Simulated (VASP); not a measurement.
The system is C.

```
CELL_PARAMETERS angstrom
0.00000 2.09244 1.64217
1.56271 0.00000 1.64217
1.56271 2.09244 0.00000
ATOMIC_POSITIONS crystal
C 0.50000 0.50000 0.50000
C 0.75000 0.75000 0.75000
```

This cell differs from its parent crystal: strain +e along x and -e along y -0.1500, strain +e along z and -e/2 along x and y -0.0700.

Base run:

| Property | Result |
| --- | --- |
| Program | VASP 6.6.1 |
| Functional | LDA |
| Potentials or basis | VASP PAW LDA potentials, release 64 (C) |
| Cutoff | 520 eV |
| k mesh | 12 × 12 × 12 |
| Occupations | gaussian, width 0.05 eV |
| Spin | no spin polarisation |

Its results: band gap on the k mesh zero (band 4 reaches 12.68 eV, above the bottom of band 5 at 12.63 eV); pressure 16.3 GPa.

Question: The run is repeated on the same cell with these changes: potentials or basis from VASP PAW LDA potentials, release 64 (C) to VASP PAW LDA potentials, release 64 (C_h); cutoff from 520 eV to 910 eV; further incar settings from ALGO = Normal; EDIFF = 1e-07; NBANDS = 11 to ALGO = Normal; EDIFF = 1e-06; NBANDS = 11. What comes out?

Answer: Band gap on the k mesh zero (band 4 reaches 13.88 eV, above the bottom of band 5 at 13.84 eV); pressure 15.4 GPa.

Caveats: the cutoff is under 1.25 times the usual one of these potentials, so pressure, stress and relaxed cells hold a basis-set (Pulay) error (some runs).
